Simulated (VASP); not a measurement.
Write the native input for VASP 6.6.1 that does the following.

- Task: single point
- Functional: PBE
- Potentials or basis: VASP PAW PBE potentials, release 64 (Cs_sv)
- Cutoff: 500 eV
- k mesh: 6 × 6 × 8
- Occupations: gaussian, width 0.1 eV
- Spin: no spin polarisation
- Dipole correction: no
- Further INCAR settings: ALGO = Normal; EDIFF = 1e-06; NBANDS = 20

The structure of Cs lies in POSCAR:

```
Cs
1.0
    8.7994747653      0.0000000000      0.0000000000
   -4.3997373826      7.6205686867      0.0000000000
    0.0000000000      0.0000000000      5.2738472594
Cs
3
Direct
    0.0000000000      0.0000000000      0.0000000000
    0.3333333333      0.6666666667      0.5000000000
    0.6666666667      0.3333333333      0.5000000000
```

This isn't the form of Cs at room conditions, which is bcc.

One way to write it, as run:

INCAR

```
PREC     = Accurate       # precision mode
ENCUT    = 500            # plane-wave cutoff, eV
EDIFF    = 1E-6           # SCF threshold, eV
ISMEAR   = 0              # smearing method
SIGMA    = 0.1            # smearing width, eV
LREAL    = False          # projectors in reciprocal space
LASPH    = True           # aspherical terms in the spheres
NELM     = 120            # most SCF steps
ALGO     = Normal         # electronic algorithm
ISIF     = 2              # what is computed and relaxed
LWAVE    = False          # write WAVECAR
LCHARG   = True           # write CHGCAR
GGA      = PE             # functional
LELF     = True           # ELF
LVHAR    = True         
NBANDS   = 20             # bands
GGA_COMPAT= False
```

KPOINTS

```
regular mesh
0
Gamma
  6 6 8
```

Potentials or basis: VASP PAW PBE potentials, release 64 (Cs_sv).

Command:

```bash
$ cat potpaw_PBE.64/Cs_sv/POTCAR > POTCAR
$ mpirun -np 1 vasp_std > vasp.out
```

Results of the run:

The pressure is 0.0 GPa and the band gap on the k mesh is zero (an odd number of electrons rules out a gap without spin polarisation).

Caveat: spin-orbit coupling is left out, which moves the levels of the heavy elements.

Wall time 91 s on 1 thread of Intel(R) Xeon(R) Platinum 8559C (Emerald Rapids) (shared host), peak memory 0.48 GiB.
